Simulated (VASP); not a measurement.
# HfCl5 (R-3m) in VASP: notebook

HfCl5 is run at these levels: PBE; tasks: single point, relaxation of cell and atoms.

Everything below comes from runs of VASP 6.6.1. Logs are shortened: lines on timing, memory, paths and dates and some standing lists are left out, and cuts for length are marked.

### 1 The cell of the first run

It takes space group R-3m (No. 166, trigonal). Conventional cell: a = 6.913 Å, b = 6.913 Å, c = 9.929 Å, α = 90.00°, β = 90.00°, γ = 120.00°. Within 3.4 Å of Hf (site symmetry -3m) lie 6 Cl at 2.59 Å. Cl (site symmetry 2/m) has 2 Hf at 2.59 Å and 2 Cl at 3.05 Å within 3.4 Å. Within 2.7 Å of Cl (site symmetry 3m) lie 1 Cl at 2.01 Å.

### 2 Single point, PBE

INCAR reads:

```
SYSTEM = HfCl5
PREC = Accurate
ENCUT = 520
EDIFF = 1E-6
ISMEAR = 0
SIGMA = 0.1
LREAL = .False.
LASPH = .True.
NELM = 80
ALGO = Normal
ISIF = 2
LWAVE = .False.
LCHARG = .True.
GGA = PE
LELF = .True.
LVHAR = .True.
NBANDS = 32
```

KPOINTS reads:

```
regular mesh
0
Gamma
  6 6 6
  0 0 0
```

POSCAR reads:

```
HfCl5
1.0
    3.4567141569      1.9957348490      3.3097978771
   -3.4567141569      1.9957348490      3.3097978771
    0.0000000000     -3.9914696980      3.3097978771
Hf Cl
1 5
Direct
    0.0000000000      0.0000000000      0.0000000000
    0.0000000000      0.0000000000      0.5000000000
    0.5000000000      0.0000000000      0.0000000000
    0.0000000000      0.5000000000      0.0000000000
    0.6009967247      0.6009967247      0.6009967247
    0.3990032753      0.3990032753      0.3990032753
```

Potentials or basis: VASP PAW PBE potentials, release 64 (Hf_pv, Cl).

Launch:

```bash
> cat potpaw_PBE.64/Hf_pv/POTCAR potpaw_PBE.64/Cl/POTCAR > POTCAR
> mpirun -np 1 vasp_std > vasp.out
```

OUTCAR:

```text
SYSTEM = HfCl5
   PREC = Accurate
   ENCUT = 520
   EDIFF = 1E-6
   ISMEAR = 0
   LREAL = .False.
   LASPH = .True.
   NELM = 80
   ISIF = 2
   GGA = PE

 ion  position               nearest neighbor table
   1  0.000  0.000  0.000-   3 2.59   4 2.59   4 2.59   3 2.59   2 2.59   2 2.59
   2  0.000  0.000  0.500-   1 2.59   1 2.59
   3  0.500  0.000  0.000-   1 2.59   1 2.59
   4  0.000  0.500  0.000-   1 2.59   1 2.59
   5  0.601  0.601  0.601-   6 2.01
   6  0.399  0.399  0.399-   5 2.01

  LATTYP: Found a trigonal (rhomboedric) cell.
 ALAT       =     5.1852282821
 COS(alpha) =     0.1111649544

  Lattice vectors:

 A1 = (   3.4567141569,   1.9957348490,   3.3097978771)
 A2 = (  -3.4567141569,   1.9957348490,   3.3097978771)
 A3 = (   0.0000000000,  -3.9914696980,   3.3097978771)

Analysis of symmetry for initial positions (statically):
=====================================================================
 Subroutine PRICEL returns:
 Original cell was already a primitive cell.

 Routine SETGRP: Setting up the symmetry group for a
 trigonal (rhombohedral) supercell.

 Subroutine GETGRP returns: Found 12 space group operations
 (whereof 12 operations were pure point group operations)
 out of a pool of 12 trial point group operations.

The static configuration has the point symmetry D_3d.

Analysis of symmetry for dynamics (positions and initial velocities):
=====================================================================
 Subroutine PRICEL returns:
 Original cell was already a primitive cell.

 Routine SETGRP: Setting up the symmetry group for a
 trigonal (rhombohedral) supercell.

 Subroutine GETGRP returns: Found 12 space group operations
 (whereof 12 operations were pure point group operations)
 out of a pool of 12 trial point group operations.

The dynamic configuration has the point symmetry D_3d.

 Subroutine INISYM returns: Found 12 space group operations
 (whereof 12 operations are pure point group operations),
 and found     1 'primitive' translations

----------------------------------------------------------------------------------------

                                     Primitive cell

  volume of cell :     136.9995

  direct lattice vectors                    reciprocal lattice vectors
     3.456714157  1.995734849  3.309797877     0.144646036  0.083511428  0.100711084
    -3.456714157  1.995734849  3.309797877    -0.144646036  0.083511428  0.100711084
     0.000000000 -3.991469698  3.309797877     0.000000000 -0.167022856  0.100711084

  length of vectors
     5.185228282  5.185228282  5.185228282     0.195036809  0.195036809  0.195036809

  position of ions in fractional coordinates (direct lattice)
     0.000000000  0.000000000  0.000000000
     1.000000000  1.000000000  0.500000000
     0.500000000  0.000000000  1.000000000
     0.000000000  0.500000000  1.000000000
     0.600996725  0.600996725  0.600996725
     0.399003275  0.399003275  0.399003275

  ion indices of the primitive-cell ions
   primitive index   ion index
                 1           1
                 2           2
                 3           3
                 4           4
                 5           5
                 6           6

----------------------------------------------------------------------------------------

 KPOINTS: regular mesh

Automatic generation of k-mesh.
 Grid dimensions read from file:
 generate k-points for:    6    6    6

 Generating k-lattice:

  Cartesian coordinates                     Fractional coordinates (reciprocal lattice)
     0.024107673  0.013918571  0.016785181     0.166666667  0.000000000 -0.000000000
    -0.024107673  0.013918571  0.016785181     0.000000000  0.166666667 -0.000000000
     0.000000000 -0.027837143  0.016785181    -0.000000000 -0.000000000  0.166666667

  Length of vectors
     0.032506135  0.032506135  0.032506135

  Shift w.r.t. Gamma in fractional coordinates (k-lattice)
     0.000000000  0.000000000  0.000000000

 Subroutine IBZKPT returns following result:
 ===========================================

 Found     32 irreducible k-points:

 Following reciprocal coordinates:
            Coordinates               Weight
  0.000000  0.000000  0.000000      1.000000
  0.166667 -0.000000 -0.000000      6.000000
  0.333333  0.000000 -0.000000      6.000000
  0.500000  0.000000 -0.000000      3.000000
  0.166667  0.166667 -0.000000      6.000000
  0.333333  0.166667 -0.000000     12.000000
[... 16 lines left out ...]
  0.500000  0.500000  0.166667      6.000000
 -0.333333  0.500000  0.166667     12.000000
 [... further k-points ...]
   k-points           NKPTS =     32   k-points in BZ     NKDIM =     32   number of bands    NBANDS=     32
   number of dos      NEDOS =    301   number of ions     NIONS =      6
   total plane-waves  NPLWV =  64000
   dimension x,y,z NGX =    40 NGY =   40 NGZ =   40
   dimension x,y,z NGXF=    80 NGYF=   80 NGZF=   80
   ions per type =               1   5
[... 52 lines left out ...]

 Free energy of the ion-electron system (eV)
  ---------------------------------------------------
  ext. energy  EPLUGINS =         0.00000000
  ---------------------------------------------------
  free energy    TOTEN  =       -23.94676707 eV

  energy without entropy =      -23.93474288  energy(sigma->0) =      -23.94075498

 E-fermi :   4.2655     XC(G=0):  -9.2572

 val. band max:        4.2575584132   @ k =   0.1667  -0.0000  -0.0000
 cond. band min:       4.2740629974   @ k =  -0.1667   0.1667   0.1667
 fundamental gap:      0.0165045842
 Fermi energy:         4.2654896220

 k-point     1 :       0.0000    0.0000    0.0000
  band No.  band energies     occupation
      1     -28.9345      2.00000
      2     -28.9345      2.00000
      3     -28.8987      2.00000
      4     -14.5720      2.00000
      5     -12.8208      2.00000
      6     -12.3695      2.00000
[... 24 lines left out ...]
     31      10.3092      0.00000
     32      10.3092      0.00000

 k-point     2 :       0.1667   -0.0000   -0.0000
  band No.  band energies     occupation
      1     -28.9357      2.00000
      2     -28.9345      2.00000
      3     -28.8995      2.00000
      4     -14.5511      2.00000
      5     -12.8109      2.00000
      6     -12.3681      2.00000
[... 24 lines left out ...]
     31      10.3772      0.00000
     32      10.5153      0.00000

 k-point     3 :       0.3333    0.0000   -0.0000
  band No.  band energies     occupation
      1     -28.9381      2.00000
      2     -28.9345      2.00000
      3     -28.9008      2.00000
      4     -14.5076      2.00000
      5     -12.8168      2.00000
      6     -12.3654      2.00000
[... 24 lines left out ...]
     31      10.5849      0.00000
     32      11.0264      0.00000

 k-point     4 :       0.5000    0.0000   -0.0000
  band No.  band energies     occupation
      1     -28.9394      2.00000
      2     -28.9344      2.00000
      3     -28.9014      2.00000
      4     -14.4849      2.00000
      5     -12.8311      2.00000
      6     -12.3640      2.00000
[... 24 lines left out ...]
     31      10.7630      0.00000
     32      11.2949      0.00000

 k-point     5 :       0.1667    0.1667   -0.0000
  band No.  band energies     occupation
      1     -28.9362      2.00000
      2     -28.9351      2.00000
      3     -28.9003      2.00000
      4     -14.5312      2.00000
      5     -12.8151      2.00000
      6     -12.3713      2.00000
[... 584 lines left out ...]
     31      10.6812      0.00000
     32      11.3518      0.00000

 k-point    22 :      -0.1667    0.3333    0.1667
  band No.  band energies     occupation
      1     -28.9385      2.00000
      2     -28.9361      2.00000
      3     -28.9025      2.00000
      4     -14.4857      2.00000
      5     -12.7018      2.00000
      6     -12.4127      2.00000
[... 24 lines left out ...]
     31      10.9681      0.00000
     32      11.2716      0.00000

 k-point    23 :       0.5000    0.5000    0.1667
  band No.  band energies     occupation
      1     -28.9411      2.00000
      2     -28.9380      2.00000
      3     -28.9054      2.00000
      4     -14.4419      2.00000
      5     -12.5504      2.00000
      6     -12.4258      2.00000
[... 24 lines left out ...]
     31      10.0753      0.00000
     32      11.0443      0.00000

 k-point    24 :      -0.3333    0.5000    0.1667
  band No.  band energies     occupation
      1     -28.9404      2.00000
      2     -28.9375      2.00000
      3     -28.9047      2.00000
      4     -14.4521      2.00000
      5     -12.5632      2.00000
      6     -12.4466      2.00000
[... 24 lines left out ...]
     31      10.5436      0.00000
     32      10.9079      0.00000

 [... further k-points ...]

------------------------ aborting loop because EDIFF is reached ----------------------------------------

  FORCE on cell =-STRESS in cart. coord.  units (eV):
  Direction    XX          YY          ZZ          XY          YZ          ZX
  --------------------------------------------------------------------------------------
  -------------------------------------------------------------------------------------
  Total       -0.2820421     -0.2820421     -0.7709978      0.0000000     -0.0000000      0.0000000
  in kB       -3.2984160     -3.2984160     -9.0166386      0.0000000     -0.0000000      0.0000000
  external PRESSURE =      -5.2044902 kB  Pullay stress =       0.0000000 kB

 VOLUME and BASIS-vectors are now :
 -----------------------------------------------------------------------------
  energy-cutoff  :      520.00
  volume of cell :      137.00
      direct lattice vectors                 reciprocal lattice vectors
     3.456714157  1.995734849  3.309797877     0.144646036  0.083511428  0.100711084
    -3.456714157  1.995734849  3.309797877    -0.144646036  0.083511428  0.100711084
     0.000000000 -3.991469698  3.309797877     0.000000000 -0.167022856  0.100711084

 POSITION                                       TOTAL-FORCE (eV/Angst)
 -----------------------------------------------------------------------------------
      0.00000      0.00000      0.00000         0.000000     -0.000000      0.000000
      0.00000     -1.99573      1.65490         0.000000     -0.000000      0.000000
      1.72836      0.99787      1.65490         0.000000     -0.000000     -0.000000
     -1.72836      0.99787      1.65490        -0.000000      0.000000      0.000000
      0.00000      0.00000      5.96753         0.000000      0.000000     -0.221948
      0.00000      0.00000      3.96186         0.000000     -0.000000      0.221948
 -----------------------------------------------------------------------------------
    total drift:                                0.000000      0.000000     -0.000000

  FREE ENERGIE OF THE ION-ELECTRON SYSTEM (eV)
  ---------------------------------------------------
  free  energy   TOTEN  =       -23.9467670711 eV

  energy  without entropy=      -23.9347428834  energy(sigma->0) =      -23.94075498
```

Run time: 55 s. Hardware: 1 thread of Intel Xeon 6975P-C (Granite Rapids), shared host; peak memory 0.3 GiB.

What came out:

```yaml
Free_energy: -23.9468 eV
Pressure: -0.5 GPa
Largest_force: 0.222 eV/Å
```

Forces in eV/Å, atoms in the order of the input:
```
Hf   0.000  0.000  0.000
Cl   0.000  0.000  0.000
Cl   0.000  0.000  0.000
Cl   0.000  0.000  0.000
Cl   0.000  0.000 -0.222
Cl   0.000  0.000  0.222
```

Caveat: spin-orbit coupling is left out, which moves the levels of the heavy elements; an odd number of electrons without spin polarisation forces a metal; a magnetic or distorted state may lie lower.

### 3 Relaxation of cell and atoms, PBE

This run uses another cell than the first one, of 27.38 Å³/atom, 1.199 times its volume.

INCAR reads:

```
PREC = Accurate
ENCUT = 600
EDIFF = 1E-6
ISMEAR = 0
SIGMA = 0.1
LREAL = False
LASPH = True
NELM = 80
ALGO = Normal
ISIF = 3
LWAVE = False
LCHARG = False
GGA = PE
IBRION = 2
NSW = 90
EDIFFG = -0.04
```

KPOINTS reads:

```
regular mesh
0
Gamma
  3 3 3
```

POSCAR reads:

```
HfCl5
1.0
    3.2360496800      1.8683341500      4.5280817500
   -3.2360496800      1.8683341500      4.5280817500
    0.0000000000     -3.7366683100      4.5280817500
Hf Cl
1 5
Direct
    0.0000000000      0.0000000000      0.0000000000
    0.0000000000      0.0000000000      0.5000000000
    0.5000000000      0.0000000000      0.0000000000
    0.0000000000      0.5000000000      0.0000000000
    0.5688747600      0.5688747600      0.5688747600
    0.4311252400      0.4311252400      0.4311252400
```

Potentials or basis: VASP PAW PBE potentials, release 64 (Hf_pv, Cl).

Launch:

```bash
> cat potpaw_PBE.64/Hf_pv/POTCAR potpaw_PBE.64/Cl/POTCAR > POTCAR
> mpirun -np 1 vasp_std > vasp.out
```

It took 2 min on 1 thread of Intel Xeon 6975P-C (Granite Rapids), shared host; peak memory 0.35 GiB.

Results (log left out):

* Free energy: -23.9387 eV
* Relaxed volume: 22.60 Å³/atom
* Relaxed cell: a = 5.170 Å, b = 5.170 Å, c = 5.170 Å, α = 83.32°, β = 83.32°, γ = 83.32°
* Space group after relaxing (to 0.05 Å): R-3m (No. 166)
* Energy gained by relaxing: 603.5 meV/atom
* Ionic steps: 11
* Pressure after relaxing: 0.0 GPa

Step by step:
| step | energy change (eV) | largest force (eV/Å) | pressure (GPa) | volume (Å³) |
| --- | --- | --- | --- | --- |
| 1 | 0.0000 | 2.7545 | -3.44 | 164.26 |
| 2 | -2.1290 | 2.3546 | -2.89 | 149.74 |
| 3 | -3.3964 | 2.7107 | 3.10 | 131.52 |
| 4 | -3.3496 | 2.7999 | 5.90 | 127.22 |
| 5 | -3.0294 | 2.3767 | -0.82 | 136.71 |
| 6 | -3.5779 | 0.2639 | 2.18 | 130.41 |
| 7 | -3.5781 | 0.2140 | 2.25 | 130.33 |
| 8 | -3.6197 | 0.0987 | -0.37 | 136.33 |
| 9 | -3.6204 | 0.1063 | -0.11 | 135.61 |
| 10 | -3.6209 | 0.0506 | 0.06 | 135.60 |
| 11 | -3.6210 | 0.0005 | 0.01 | 135.60 |

Final structure:
```
Hf Cl
1.0
     3.43665    1.98415    3.31444
    -3.43665    1.98415    3.31444
     0.00000   -3.96830    3.31444
Hf Cl
1 5
Direct
  0.00000 0.00000 0.00000
  0.00000 0.00000 0.50000
  0.50000 0.00000 0.00000
  0.00000 0.50000 0.00000
  0.60153 0.60153 0.60153
  0.39847 0.39847 0.39847
```

Levels at points of the mesh, in eV from the Fermi level:
| k point | band 18 | band 19 | band 20 | band 21 | band 22 | band 23 | band 24 | band 25 | band 26 | band 27 |
| --- | --- | --- | --- | --- | --- | --- | --- | --- | --- | --- |
| (0.00, 0.00, 0.00) | -4.10 | -3.54 | -3.54 | -3.25 | -3.25 | -0.99 | -0.59 | -0.59 | 0.61 | 0.61 |

Caveat: the k points lie up to 0.41 Å⁻¹ apart in the final cell; the volume moved by over 15 % at a fixed basis, so the end points are rough; spin-orbit coupling is left out, which moves the levels of the heavy elements; an odd number of electrons without spin polarisation forces a metal; a magnetic or distorted state may lie lower.

### 4 Relaxation of cell and atoms, PBE

This run uses another cell than the first one, of 22.74 Å³/atom, 0.996 times its volume.

INCAR reads:

```
ALGO = Normal
EDIFF = 1E-6
EDIFFG = -0.01
ENCUT = 600
GGA = PE
IBRION = 2
ISIF = 3
ISMEAR = 0
LASPH = True
LCHARG = False
LREAL = False
LWAVE = False
NELM = 80
NSW = 100
PREC = Accurate
SIGMA = 0.1
```

KPOINTS reads:

```
k-points
0
Gamma
  6 6 6
```

POSCAR reads:

```
HfCl5
1.0
    3.4435088904      1.9881107848      3.3214795986
   -3.4435088904      1.9881107848      3.3214795986
    0.0000000000     -3.9762215696      3.3214795986
Hf Cl
1 5
Direct
    0.0000000000      0.0000000000      0.0000000000
    0.0000000000      0.0000000000      0.5000000000
    0.5000000000      0.0000000000      0.0000000000
    0.0000000000      0.5000000000      0.0000000000
    0.6022912989      0.6022912989      0.6022912989
    0.3977087011      0.3977087011      0.3977087011
```

Launch:

```bash
> cat potpaw_PBE.64/Hf_pv/POTCAR potpaw_PBE.64/Cl/POTCAR > POTCAR
> mpirun -np 1 vasp_std > vasp.out
```

It took 3.8 min on 1 thread of Intel Xeon 6975P-C (Granite Rapids), shared host; peak memory 0.34 GiB.

Results (log left out):

```yaml
Free_energy: -23.9507 eV
Relaxed_volume: 22.70 Å³/atom
Relaxed_cell: a = 5.175 Å, b = 5.175 Å, c = 5.175 Å, α = 83.60°, β = 83.60°, γ = 83.60°
Space_group_after_relaxing_to_0.05_Å: R-3m (No. 166)
Energy_gained_by_relaxing: 2.6 meV/atom
Ionic_steps: 8
Pressure_after_relaxing: 0.0 GPa
```

Forces on the atoms (eV/Å):
```
Hf   0.000  0.000  0.000
Cl   0.000  0.000  0.000
Cl   0.000  0.000  0.000
Cl   0.000  0.000  0.000
Cl   0.000  0.000 -0.003
Cl   0.000  0.000  0.003
```

Step by step:
```tsv
step	energy change (eV)	largest force (eV/Å)	pressure (GPa)	volume (Å³)
1	0.0000	0.5352	-0.60	136.43
2	-0.0083	0.3614	0.86	134.76
3	-0.0148	0.0605	0.26	135.39
4	-0.0148	0.0492	0.28	135.37
5	-0.0156	0.0091	0.08	136.00
6	-0.0156	0.0214	0.04	136.12
7	-0.0156	0.0259	-0.05	136.23
8	-0.0157	0.0028	0.00	136.18
```

Final structure:
```yaml
crystal:
  lattice:
    - [3.44941, 1.99152, 3.30391]
    - [-3.44941, 1.99152, 3.30391]
    - [0.00000, -3.98303, 3.30391]
  atoms:
    - { symbol: Hf, position: [0.00000, 0.00000, 0.00000] }
    - { symbol: Cl, position: [0.00000, 0.00000, 0.50000] }
    - { symbol: Cl, position: [0.50000, 0.00000, 0.00000] }
    - { symbol: Cl, position: [0.00000, 0.50000, 0.00000] }
    - { symbol: Cl, position: [0.60029, 0.60029, 0.60029] }
    - { symbol: Cl, position: [0.39971, 0.39971, 0.39971] }
```

Levels at points of the mesh, in eV from the Fermi level:
| k point | band 20 | band 21 | band 22 | band 23 | band 24 | band 25 |
| --- | --- | --- | --- | --- | --- | --- |
| (0.00, 0.00, 0.00) | -3.41 | -3.12 | -3.12 | -0.68 | -0.30 | -0.30 |
| (0.50, 0.00, 0.00) | -3.98 | -2.60 | -2.09 | -0.53 | 0.70 | 0.77 |
| (0.50, 0.50, 0.00) | -3.74 | -2.45 | -2.08 | 0.63 | 0.80 | 0.83 |
| (0.50, 0.50, 0.50) | -3.54 | -2.66 | -2.66 | 0.92 | 1.66 | 1.66 |

Caveat: spin-orbit coupling is left out, which moves the levels of the heavy elements; an odd number of electrons without spin polarisation forces a metal; a magnetic or distorted state may lie lower.

### 5 Overview

```csv
task,cell,k mesh,cutoff (eV),gap on the mesh (eV),pressure (GPa),relaxed volume (Å³/atom)
single point,"a = 5.185 Å, angles 83.6°, 6 atoms",6 × 6 × 6,520,none,-0.5,-
relaxation of cell and atoms,"relaxed from a = 5.871 Å, angles 66.9°, 6 atoms",3 × 3 × 3,600,none,0.0,22.60
relaxation of cell and atoms,"relaxed from a = 5.181 Å, angles 83.3°, 6 atoms",6 × 6 × 6,600,none,0.0,22.70
```

Alike in all rows: level PBE; potentials or basis VASP PAW PBE potentials, release 64 (Hf_pv, Cl); no spin polarisation; smearing gaussian 0.1 eV.

Caveats: some runs use coarse meshes; spin-orbit coupling is left out, which moves the levels of the heavy elements; an odd number of electrons without spin polarisation forces a metal; a magnetic or distorted state may lie lower; the volume moved by over 15 % at a fixed basis, so the end points are rough (some runs).

Absolute energies hang on the potentials; compare differences alone.
